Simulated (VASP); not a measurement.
# Ti (P6/mmm) in VASP: a series of runs

The runs below take Ti through single point, relaxation of cell and atoms, with PBEsol.

Everything below comes from runs of VASP 6.6.1. Logs are shortened: lines on timing, memory, paths and dates and some standing lists are left out, and cuts for length are marked.

### Step 1. The cell of the first run

It takes space group P6/mmm (No. 191, hexagonal). The conventional cell has a = 4.515 Å, b = 4.515 Å, c = 2.799 Å, α = 90.00°, β = 90.00°, γ = 120.00°. Within 3.7 Å of Ti (site symmetry 6/mmm) lie 14 Ti at 2.80 to 2.96 Å. Ti (site symmetry -6m2) has 11 Ti at 2.61 to 2.96 Å within 3.4 Å.

### Step 2. Single point, PBEsol

Contents of INCAR:

```
PREC = Accurate
ENCUT = 520
EDIFF = 1E-6
ISMEAR = 0
SIGMA = 0.1
LREAL = False
LASPH = True
NELM = 100
ALGO = Normal
ISIF = 2
LWAVE = False
LCHARG = False
GGA = PS
NBANDS = 25
```

Contents of KPOINTS:

```
regular mesh
0
Gamma
  12 12 14
```

Contents of POSCAR:

```
Ti
1.0
    4.5152900626      0.0000000000      0.0000000000
   -2.2576450313      3.9103558997      0.0000000000
    0.0000000000      0.0000000000      2.7987936505
Ti
3
Direct
    0.0000000000      0.0000000000      0.0000000000
    0.3333333333      0.6666666667      0.5000000000
    0.6666666667      0.3333333333      0.5000000000
```

Potentials or basis: VASP PAW PBE potentials, release 64 (Ti_sv).

Started as:

```
$ cat potpaw_PBE.64/Ti_sv/POTCAR > POTCAR
$ mpirun -np 1 vasp_std > vasp.out
```

OUTCAR:

```text
PREC = Accurate
   ENCUT = 520
   EDIFF = 1E-6
   ISMEAR = 0
   LREAL = False
   LASPH = True
   NELM = 100
   ISIF = 2
   GGA = PS

 ion  position               nearest neighbor table
   1  0.000  0.000  0.000-
   2  0.333  0.667  0.500-   3 2.61   3 2.61   3 2.61
   3  0.667  0.333  0.500-   2 2.61   2 2.61   2 2.61

  LATTYP: Found a hexagonal cell.
 ALAT       =     4.5152900626
 C/A-ratio  =     0.6198480301

  Lattice vectors:

 A1 = (   4.5152900626,   0.0000000000,   0.0000000000)
 A2 = (  -2.2576450313,   3.9103558997,   0.0000000000)
 A3 = (   0.0000000000,   0.0000000000,   2.7987936505)

Analysis of symmetry for initial positions (statically):
=====================================================================
 Subroutine PRICEL returns:
 Original cell was already a primitive cell.

 Routine SETGRP: Setting up the symmetry group for a
 hexagonal supercell.

 Subroutine GETGRP returns: Found 24 space group operations
 (whereof 24 operations were pure point group operations)
 out of a pool of 24 trial point group operations.

The static configuration has the point symmetry D_6h.

Analysis of symmetry for dynamics (positions and initial velocities):
=====================================================================
 Subroutine PRICEL returns:
 Original cell was already a primitive cell.

 Routine SETGRP: Setting up the symmetry group for a
 hexagonal supercell.

 Subroutine GETGRP returns: Found 24 space group operations
 (whereof 24 operations were pure point group operations)
 out of a pool of 24 trial point group operations.

The dynamic configuration has the point symmetry D_6h.

 Subroutine INISYM returns: Found 24 space group operations
 (whereof 24 operations are pure point group operations),
 and found     1 'primitive' translations

----------------------------------------------------------------------------------------

                                     Primitive cell

  volume of cell :      49.4166

  direct lattice vectors                    reciprocal lattice vectors
     4.515290063  0.000000000  0.000000000     0.221469714  0.127865599  0.000000000
    -2.257645031  3.910355900  0.000000000     0.000000000  0.255731198  0.000000000
     0.000000000  0.000000000  2.798793650     0.000000000  0.000000000  0.357296795

  length of vectors
     4.515290063  4.515290063  2.798793650     0.255731198  0.255731198  0.357296795

  position of ions in fractional coordinates (direct lattice)
     0.000000000  0.000000000  0.000000000
     0.333333333  0.666666667  0.500000000
     0.666666667  0.333333333  0.500000000

  ion indices of the primitive-cell ions
   primitive index   ion index
                 1           1
                 2           2
                 3           3

----------------------------------------------------------------------------------------

 KPOINTS: regular mesh

Automatic generation of k-mesh.
 Grid dimensions read from file:
 generate k-points for:   12   12   14

 Generating k-lattice:

  Cartesian coordinates                     Fractional coordinates (reciprocal lattice)
     0.018455810  0.010655467  0.000000000     0.083333333  0.000000000  0.000000000
     0.000000000  0.021310933  0.000000000     0.000000000  0.083333333  0.000000000
     0.000000000  0.000000000  0.025521200     0.000000000  0.000000000  0.071428571

  Length of vectors
     0.021310933  0.021310933  0.025521200

  Shift w.r.t. Gamma in fractional coordinates (k-lattice)
     0.000000000  0.000000000  0.000000000

 Subroutine IBZKPT returns following result:
 ===========================================

 Found    152 irreducible k-points:

 Following reciprocal coordinates:
            Coordinates               Weight
  0.000000  0.000000  0.000000      1.000000
  0.083333  0.000000  0.000000      6.000000
  0.166667  0.000000  0.000000      6.000000
  0.250000  0.000000  0.000000      6.000000
  0.333333  0.000000  0.000000      6.000000
  0.416667  0.000000  0.000000      6.000000
[... 16 lines left out ...]
  0.250000  0.000000  0.071429     12.000000
  0.333333  0.000000  0.071429     12.000000
 [... further k-points ...]
   k-points           NKPTS =    152   k-points in BZ     NKDIM =    152   number of bands    NBANDS=     25
   number of dos      NEDOS =    301   number of ions     NIONS =      3
   total plane-waves  NPLWV =  31104
   dimension x,y,z NGX =    36 NGY =   36 NGZ =   24
   dimension x,y,z NGXF=    72 NGYF=   72 NGZF=   48
   ions per type =               3
   NGX,Y,Z   is equivalent  to a cutoff of  13.25, 13.25, 14.26 a.u.
   NGXF,Y,Z  is equivalent  to a cutoff of  26.51, 26.51, 28.51 a.u.
 SYSTEM =  unknown system
   PREC   = accura    normal or accurate (medium, high low for compatibility)
   ISTART =      0    job   : 0-new  1-cont  2-samecut
   ICHARG =      2    charge: 1-file 2-atom 10-const
   ISPIN  =      1    spin polarized calculation?
   LNONCOLLINEAR =      F non collinear calculations
   LSORBIT =      F    spin-orbit coupling
   LASPH  =      T    aspherical Exc in radial PAW
   ENCUT  =  520.0 eV  38.22 Ry    6.18 a.u.   8.40  8.40  5.20*2*pi/ulx,y,z
   NELM   =    100;   NELMIN=  2; NELMDL= -5     # of ELM steps
   EDIFF  = 0.1E-05   stopping-criterion for ELM
   LREAL  =      F    real-space projection
   EDIFFG = 0.1E-04   stopping-criterion for IOM
   NSW    =      0    number of steps for IOM
   IBRION =     -1    ionic relax: 0-MD 1-quasi-New 2-CG
   NFREE  =      0    steps in history (QN), initial steepest desc. (CG)
   ISIF   =      2    stress and relaxation
   ISYM   =      2    0-nonsym 1-usesym 2-fastsym
   POTIM  = 0.5000    time-step for ionic-motion
   TEBEG  =    0.0;   TEEND  =   0.0 temperature during run
   PSTRESS=    0.0 pullay stress
   NELECT =      36.0000    total number of electrons
   NUPDOWN=      -1.0000    fix difference up-down
   EMIN   =  10.00;   EMAX   =-10.00  energy-range for DOS
   EFERMI =   0.00;   METHOD = LEGACY
   ISMEAR =     0;   SIGMA  =   0.10  broadening in eV -4-tet -1-fermi 0-gaus
   EFERMI_NEDOS =   21; number of points for ismear=-14 and -15
   IALGO  =     38    algorithm
   IMIX   =      4    mixing-type and parameters
     AMIX     =   0.40;   BMIX     =  1.00
     AMIX_MAG =   1.60;   BMIX_MAG =  1.00
  volume/ion in A,a.u.               =      16.47       111.16
  Fermi-wavevector in a.u.,A,eV,Ry     =   1.473052  2.783665 29.523037  2.169882
  Thomas-Fermi vector in A             =   2.587992
   LORBIT       =      0    0 simple, 1 ext, 2 COOP (PROOUT), +10 PAW based schemes
   GGA     = PS    functional components
   LHFCALC =     F    Hartree Fock is set to
   AEXX    =    0.0000 exact exchange contribution
   IVDW    =     0    specifies the selected vdW correction
   LEPSILON=     F    determine dielectric tensor
   LRPA    =     F    only Hartree local field effects (RPA)
 non-spin polarized calculation
 Gauss-broadening in eV      SIGMA  =   0.10
  energy-cutoff  :      520.00
  volume of cell :       49.42
 maximum number of plane-waves:      1366
 NGX is ok and might be reduce to    36
   NGX = 17   NGY = 17   NGZ = 11

 number of electron      36.0000008 magnetization

 Free energy of the ion-electron system (eV)
  ---------------------------------------------------
  ext. energy  EPLUGINS =         0.00000000
  ---------------------------------------------------
  free energy    TOTEN  =       -25.06504918 eV

  energy without entropy =      -25.05143529  energy(sigma->0) =      -25.05824223

 E-fermi :   8.6603     XC(G=0): -11.8908

 val. band max:        8.6529109040   @ k =   0.4167   0.0000   0.1429
 cond. band min:       8.6777380064   @ k =   0.3333   0.0833   0.0000
 fundamental gap:      0.0248271023
 Fermi energy:         8.6603055374

 k-point     1 :       0.0000    0.0000    0.0000
  band No.  band energies     occupation
      1     -47.9246      2.00000
      2     -47.6597      2.00000
      3     -47.4703      2.00000
      4     -24.3543      2.00000
      5     -24.3543      2.00000
      6     -24.2649      2.00000
[... 17 lines left out ...]
     24      10.5372      0.00000
     25      10.6326      0.00000

 k-point     2 :       0.0833    0.0000    0.0000
  band No.  band energies     occupation
      1     -47.9232      2.00000
      2     -47.6579      2.00000
      3     -47.4735      2.00000
      4     -24.3872      2.00000
      5     -24.3811      2.00000
      6     -24.2313      2.00000
[... 17 lines left out ...]
     24      10.3620      0.00000
     25      10.8531      0.00000

 k-point     3 :       0.1667    0.0000    0.0000
  band No.  band energies     occupation
      1     -47.9196      2.00000
      2     -47.6526      2.00000
      3     -47.4829      2.00000
      4     -24.4398      2.00000
      5     -24.4087      2.00000
      6     -24.1769      2.00000
[... 17 lines left out ...]
     24      10.2478      0.00000
     25      11.1275      0.00000

 k-point     4 :       0.2500    0.0000    0.0000
  band No.  band energies     occupation
      1     -47.9147      2.00000
      2     -47.6435      2.00000
      3     -47.4974      2.00000
      4     -24.4877      2.00000
      5     -24.4111      2.00000
      6     -24.1265      2.00000
[... 17 lines left out ...]
     24      10.5166      0.00000
     25      11.4438      0.00000
[... 477 lines left out ...]
 k-point    22 :       0.1667    0.0000    0.0714
  band No.  band energies     occupation
      1     -47.9158      2.00000
      2     -47.6501      2.00000
      3     -47.4799      2.00000
      4     -24.4325      2.00000
      5     -24.4026      2.00000
      6     -24.1758      2.00000
[... 17 lines left out ...]
     24      10.2868      0.00000
     25      11.2019      0.00000

 k-point    23 :       0.2500    0.0000    0.0714
  band No.  band energies     occupation
      1     -47.9111      2.00000
      2     -47.6408      2.00000
      3     -47.4944      2.00000
      4     -24.4795      2.00000
      5     -24.4058      2.00000
      6     -24.1269      2.00000
[... 17 lines left out ...]
     24      10.4977      0.00000
     25      11.4906      0.00000

 k-point    24 :       0.3333    0.0000    0.0714
  band No.  band energies     occupation
      1     -47.9066      2.00000
      2     -47.6282      2.00000
      3     -47.5120      2.00000
      4     -24.5161      2.00000
      5     -24.3832      2.00000
      6     -24.0884      2.00000
[... 17 lines left out ...]
     24      10.8238      0.00000
     25      11.4109      0.00000

 [... further k-points ...]

------------------------ aborting loop because EDIFF is reached ----------------------------------------

  FORCE on cell =-STRESS in cart. coord.  units (eV):
  Direction    XX          YY          ZZ          XY          YZ          ZX
  --------------------------------------------------------------------------------------
  -------------------------------------------------------------------------------------
  Total       -0.0671694     -0.0671694     -0.0411768      0.0000000      0.0000000      0.0000000
  in kB       -2.1777553     -2.1777553     -1.3350292      0.0000000      0.0000000      0.0000000
  external PRESSURE =      -1.8968466 kB  Pullay stress =       0.0000000 kB

 VOLUME and BASIS-vectors are now :
 -----------------------------------------------------------------------------
  energy-cutoff  :      520.00
  volume of cell :       49.42
      direct lattice vectors                 reciprocal lattice vectors
     4.515290063  0.000000000  0.000000000     0.221469714  0.127865599  0.000000000
    -2.257645031  3.910355900  0.000000000     0.000000000  0.255731198  0.000000000
     0.000000000  0.000000000  2.798793650     0.000000000  0.000000000  0.357296795

 POSITION                                       TOTAL-FORCE (eV/Angst)
 -----------------------------------------------------------------------------------
      0.00000      0.00000      0.00000         0.000000      0.000000     -0.000000
     -0.00000      2.60690      1.39940         0.000000      0.000000      0.000000
      2.25765      1.30345      1.39940        -0.000000      0.000000     -0.000000
 -----------------------------------------------------------------------------------
    total drift:                                0.000000      0.000000     -0.000000

  FREE ENERGIE OF THE ION-ELECTRON SYSTEM (eV)
  ---------------------------------------------------
  free  energy   TOTEN  =       -25.0650491752 eV

  energy  without entropy=      -25.0514352936  energy(sigma->0) =      -25.05824223
```

Run time: 2.7 min. Hardware: 1 thread of Intel Xeon Platinum 8259CL at 2.50GHz (Skylake/Cascade Lake), shared host; peak memory 0.27 GiB.

What came out:

* Free energy: -25.0650 eV
* Pressure: -0.2 GPa
* Band gap on the k mesh: zero (band 18 reaches 8.91 eV, above the bottom of band 19 at 8.57 eV)

Stress tensor (GPa, compression positive):
```
-0.22  0.00  0.00
 0.00 -0.22  0.00
 0.00  0.00 -0.13
```

Caveat: the PAW data sets were made with another functional, which shifts forces and pressure a little.

### Step 3. Relaxation of cell and atoms, PBEsol

This run uses another cell than the first one, of 17.02 Å³/atom, 1.033 times its volume.

Contents of INCAR:

```
PREC = Accurate
ENCUT = 600
EDIFF = 1E-6
ISMEAR = 0
SIGMA = 0.1
LREAL = F
LASPH = T
NELM = 100
ALGO = Normal
ISIF = 3
LWAVE = F
LCHARG = F
GGA = PS
IBRION = 2
NSW = 100
EDIFFG = -0.005
```

Contents of KPOINTS:

```
Automatic mesh
0
Gamma
  12 12 14
```

Contents of POSCAR:

```
Ti
1.0
    4.5673748306      0.0000000000      0.0000000000
   -2.2836874153      3.9554626319      0.0000000000
    0.0000000000      0.0000000000      2.8262442700
Ti
3
Direct
    0.0000000000      0.0000000000      0.0000000000
    0.3333333300      0.6666666700      0.5000000000
    0.6666666700      0.3333333300      0.5000000000
```

Potentials or basis: VASP PAW PBE potentials, release 64 (Ti_sv).

Started as:

```
$ cat potpaw_PBE.64/Ti_sv/POTCAR > POTCAR
$ mpirun -np 1 vasp_std > vasp.out
```

OUTCAR:

```text
PREC = Accurate
   ENCUT = 600
   EDIFF = 1E-6
   ISMEAR = 0
   LREAL = F
   LASPH = T
   NELM = 100
   ISIF = 3
   GGA = PS
   IBRION = 2
   NSW = 100
   EDIFFG = -0.005

 ion  position               nearest neighbor table
   1  0.000  0.000  0.000-
   2  0.333  0.667  0.500-   3 2.64   3 2.64   3 2.64
   3  0.667  0.333  0.500-   2 2.64   2 2.64   2 2.64

  LATTYP: Found a hexagonal cell.
 ALAT       =     4.5673748306
 C/A-ratio  =     0.6187896494

  Lattice vectors:

 A1 = (   4.5673748306,   0.0000000000,   0.0000000000)
 A2 = (  -2.2836874153,   3.9554626319,   0.0000000000)
 A3 = (   0.0000000000,   0.0000000000,   2.8262442700)

Analysis of symmetry for initial positions (statically):
[... 404 lines left out ...]
  free energy    TOTEN  =       -25.06554567 eV

  energy without entropy =      -25.05193084  energy(sigma->0) =      -25.05873826

 E-fermi :   8.6920     XC(G=0): -11.9043

 val. band max:        8.6851195233   @ k =   0.4167   0.0000   0.1429
 cond. band min:       8.7100286790   @ k =   0.2500   0.2500   0.3571
 fundamental gap:      0.0249091557
 Fermi energy:         8.6919632263

 k-point     1 :       0.0000    0.0000    0.0000
  band No.  band energies     occupation
      1     -47.8882      2.00000
      2     -47.6234      2.00000
      3     -47.4320      2.00000
      4     -24.3196      2.00000
      5     -24.3196      2.00000
      6     -24.2327      2.00000
[... 589 lines left out ...]
     21       9.3800      0.00000
     22       9.8606      0.00000

 [... further k-points ...]

------------------------ aborting loop because EDIFF is reached ----------------------------------------

  FORCE on cell =-STRESS in cart. coord.  units (eV):
  Direction    XX          YY          ZZ          XY          YZ          ZX
  --------------------------------------------------------------------------------------
  -------------------------------------------------------------------------------------
  Total        0.0099194      0.0099194      0.0040507      0.0000000      0.0000000     -0.0000000
  in kB        0.3225086      0.3225086      0.1317008      0.0000000      0.0000000     -0.0000000
  external PRESSURE =       0.2589060 kB  Pullay stress =       0.0000000 kB
[... 18 lines left out ...]
  FREE ENERGIE OF THE ION-ELECTRON SYSTEM (eV)
  ---------------------------------------------------
  free  energy   TOTEN  =       -25.0655456711 eV

  energy  without entropy=      -25.0519308406  energy(sigma->0) =      -25.05873826

 reached required accuracy - stopping structural energy minimisation
```

OSZICAR:

```text
N       E                     dE             d eps       ncg     rms          rms(c)
DAV:   1     0.443975654782E+03    0.44398E+03   -0.20693E+04  6688   0.223E+03
DAV:   2     0.235100707855E+02   -0.42047E+03   -0.41628E+03  6736   0.597E+02
DAV:   3    -0.240049855984E+02   -0.47515E+02   -0.46652E+02 12752   0.168E+02
[... 70 lines left out ...]
DAV:   4    -0.250655210841E+02    0.69436E-04   -0.67602E-04  9454   0.272E-01    0.196E-02
DAV:   5    -0.250655316002E+02   -0.10516E-04   -0.52054E-05  9424   0.637E-02    0.761E-03
DAV:   6    -0.250655384045E+02   -0.68044E-05   -0.96672E-06  9482   0.214E-02    0.798E-03
DAV:   7    -0.250655451063E+02   -0.67018E-05   -0.96363E-06  9002   0.188E-02    0.203E-03
DAV:   8    -0.250655456711E+02   -0.56473E-06   -0.83245E-07  3944   0.708E-03
   7 F= -.25065546E+02 E0= -.25058738E+02  d E =-.354979E-05
```

Wall time 12 min (1 thread of Intel Xeon Platinum 8259CL at 2.50GHz (Skylake/Cascade Lake), shared host); peak memory 0.3 GiB.

What came out:

```
Free energy                            : -25.0655 eV
Relaxed volume                         : 16.43 Å³/atom
Relaxed cell                           : a = 4.510 Å, b = 4.510 Å, c = 2.797 Å, α = 90.00°, β = 90.00°, γ = 120.00°
Space group after relaxing (to 0.05 Å) : P6/mmm (No. 191)
Energy gained by relaxing              : 7.4 meV/atom
Ionic steps                            : 7
Pressure after relaxing                : 0.0 GPa
Band gap on the k mesh                 : zero (band 18 reaches 8.94 eV, above the bottom of band 19 at 8.60 eV)
```

The path:
| step | energy change (eV) | largest force (eV/Å) | pressure (GPa) | volume (Å³) |
| --- | --- | --- | --- | --- |
| 1 | 0.0000 | 0.0000 | -3.88 | 51.06 |
| 2 | -0.0102 | 0.0000 | 3.14 | 48.08 |
| 3 | -0.0220 | 0.0000 | 0.02 | 49.30 |
| 4 | -0.0220 | 0.0000 | -0.06 | 49.34 |
| 5 | -0.0221 | 0.0000 | -0.09 | 49.34 |
| 6 | -0.0221 | 0.0000 | -0.08 | 49.34 |
| 7 | -0.0221 | 0.0000 | 0.03 | 49.28 |

Final structure:
```
Ti
1.0
     4.51011    0.00000    0.00000
    -2.25505    3.90587    0.00000
     0.00000    0.00000    2.79739
Ti
3
Direct
  0.00000 0.00000 0.00000
  0.33333 0.66667 0.50000
  0.66667 0.33333 0.50000
```

Levels at points of the mesh, in eV from the Fermi level:
```
           k point  band 16  band 17  band 18  band 19  band 20  band 21
(0.00, 0.00, 0.00)    -0.71    -0.61    -0.61    -0.01     0.71     1.34
(0.50, 0.00, 0.00)    -0.45    -0.43    -0.37     0.05     0.57     1.04
(0.00, 0.00, 0.50)    -1.73    -1.71    -1.71     1.10     1.10     1.31
(0.50, 0.00, 0.50)    -1.24    -0.68    -0.67     0.35     0.83     1.04
```

Caveat: the PAW data sets were made with another functional, which shifts forces and pressure a little.

(Continued in part 2 of 2.)
